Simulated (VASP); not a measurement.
Here is a VASP 6.6.1 calculation.

Contents of INCAR:

```
SYSTEM = W2F3
PREC     = Accurate       ! precision mode
ENCUT    = 600            ! plane-wave cutoff, eV
EDIFF    = 1E-7           ! SCF threshold, eV
ISMEAR   = 0              ! smearing method
SIGMA    = 0.1            ! smearing width, eV
LREAL    = .False.        ! projectors in reciprocal space
LASPH    = .True.         ! aspherical terms in the spheres
NELM     = 80             ! most SCF steps
ALGO     = Normal         ! electronic algorithm
ISIF     = 3              ! what is computed and relaxed
LWAVE    = .False.        ! write WAVECAR
LCHARG   = .False.        ! write CHGCAR
GGA      = PE             ! functional
IBRION   = 2              ! ionic algorithm
NSW      = 100            ! ionic steps
EDIFFG   = -0.01          ! ionic threshold
```

The input KPOINTS:

```
regular mesh
0
Gamma
  12 12 10
  0 0 0
```

Contents of POSCAR:

```
W2F3
1.0
    4.5301658348      0.0000000000      0.0000000000
   -2.2650829174      3.9232386963      0.0000000000
    0.0000000000      0.0000000000      4.0528523494
W F
2 3
Direct
    0.3333333333      0.6666666667      0.0000000000
    0.6666666667      0.3333333333      0.0000000000
    0.0000000000      0.0000000000      0.0000000000
    0.3333333333      0.6666666667      0.5000000000
    0.6666666667      0.3333333333      0.5000000000
```

Potentials or basis: VASP PAW PBE potentials, release 64 (W_sv, F).

Launch:

```sh
$ cat potpaw_PBE.64/W_sv/POTCAR potpaw_PBE.64/F/POTCAR > POTCAR
$ mpirun -np 1 vasp_std > vasp.out
```

Problem. Estimate the relaxed volume.

Solution. 14.44 Å³/atom.

Problem. What does it give for the relaxed cell?

Solution. a = 4.524 Å, b = 4.524 Å, c = 4.073 Å, α = 90.00°, β = 90.00°, γ = 120.00°.

Problem. Predict the space group after relaxing (to 0.05 Å).

Solution. P6/mmm (No. 191).

The path:
| step | energy change (eV) | largest force (eV/Å) | pressure (GPa) | volume (Å³) |
| --- | --- | --- | --- | --- |
| 1 | 0.0000 | 0.0000 | 0.80 | 72.03 |
| 2 | 0.0049 | 0.0000 | -1.53 | 72.78 |
| 3 | -0.0036 | 0.0000 | -0.16 | 72.32 |
| 4 | -0.0036 | 0.0000 | -0.14 | 72.32 |
| 5 | -0.0037 | 0.0000 | 0.08 | 72.20 |

Caveat: an odd number of electrons without spin polarisation forces a metal; a magnetic or distorted state may lie lower.
